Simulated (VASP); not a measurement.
Input of a VASP 6.6.1 run:

Contents of INCAR:

```
SYSTEM = TaN
ALGO = Normal
EDIFF = 1E-8
ENCUT = 520
GGA = PE
ISIF = 2
ISMEAR = -1
LASPH = .TRUE.
LCHARG = .FALSE.
LEFG = .TRUE.
LREAL = .FALSE.
LWAVE = .FALSE.
NBANDS = 33
NELM = 100
PREC = Accurate
SIGMA = 0.01
```

The input KPOINTS:

```
k-points
0
G
  6 6 9
  0 0 0
```

File POSCAR:

```
TaN
1.0
    5.2304124715      0.0000000000      0.0000000000
   -2.6152062357      4.5296700726      0.0000000000
    0.0000000000      0.0000000000      2.9302787075
Ta N
3 3
Direct
    0.3333333333      0.6666666667      0.5000000000
    0.6666666667      0.3333333333      0.5000000000
    0.0000000000      0.0000000000      0.0000000000
    0.3928500000      0.0000000000      0.0000000000
    0.6071500000      0.6071500000      0.0000000000
    0.0000000000      0.3928500000      0.0000000000
```

Potentials or basis: VASP PAW PBE potentials, release 64 (Ta_pv, N).

Launch:

```console
$ cat potpaw_PBE.64/Ta_pv/POTCAR potpaw_PBE.64/N/POTCAR > POTCAR
$ mpirun -np 1 vasp_std > vasp.out
```

Predict the band gap on the k mesh.

zero (bands 24 and 25 overlap by 3.01 eV).

Estimate the largest force.

0.027 eV/Å.

What does it give for the pressure?

-0.7 GPa.

Electric field gradients, principal values (V/Å²):
```tsv
atom	least	middle	greatest (by size)
1 Ta	95.683	95.684	-191.367
2 Ta	95.683	95.684	-191.367
3 Ta	-82.697	-82.698	165.395
4 N	4.891	9.501	-14.392
5 N	4.892	9.501	-14.393
6 N	4.891	9.501	-14.392
```

Caveat: without QUAD_EFG the Cq values of the log hold for a quadrupole moment of 1 mb, not for the nuclei; spin-orbit coupling is left out, which moves the levels of the heavy elements.
